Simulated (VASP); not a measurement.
A run of VASP 6.6.1:

File INCAR:

```
PREC     = Accurate       # precision mode
ENCUT    = 600            # plane-wave cutoff, eV
EDIFF    = 1E-6           # SCF threshold, eV
ISMEAR   = 0              # smearing method
SIGMA    = 0.02           # smearing width, eV
LREAL    = False          # projectors in reciprocal space
LASPH    = True           # aspherical terms in the spheres
NELM     = 60             # most SCF steps
ALGO     = Normal         # electronic algorithm
ISIF     = 4              # what is computed and relaxed
LWAVE    = False          # write WAVECAR
LCHARG   = False          # write CHGCAR
GGA      = PE             # functional
IBRION   = 2              # ionic algorithm
NSW      = 50             # ionic steps
EDIFFG   = -0.01          # ionic threshold
```

The input KPOINTS:

```
regular mesh
0
Gamma
  10 10 10
```

POSCAR

```
SnO2
1.0
   -2.0643863124      2.0643863124      5.2906271505
    2.0643863124     -2.0643863124      5.2906271505
    2.0643863124      2.0643863124     -5.2906271505
Sn O
2 4
Direct
    0.7500000000      0.2500000000      0.5000000000
    0.0000000000      0.0000000000      0.0000000000
    0.7989217979      0.7989217979      0.0000000000
    0.9510782021      0.4510782021      0.5000000000
    0.2010782021      0.2010782021      0.0000000000
    0.5489217979      0.0489217979      0.5000000000
```

Potentials or basis: VASP PAW PBE potentials, release 64 (Sn_d, O).

The run is started by

```bash
$ cat potpaw_PBE.64/Sn_d/POTCAR potpaw_PBE.64/O/POTCAR > POTCAR
$ mpirun -np 1 vasp_std > vasp.out
```

Hardware: 1 thread of Oxide Virtual Turin-like Processor, on a shared host.

**Question.** How long does it take, and how much memory?

**Answer.** Wall time 31 min on 1 thread of Oxide Virtual Turin-like Processor (shared host), peak memory 0.49 GiB. Counts: scf iterations 33, k points 102, ion steps 5.
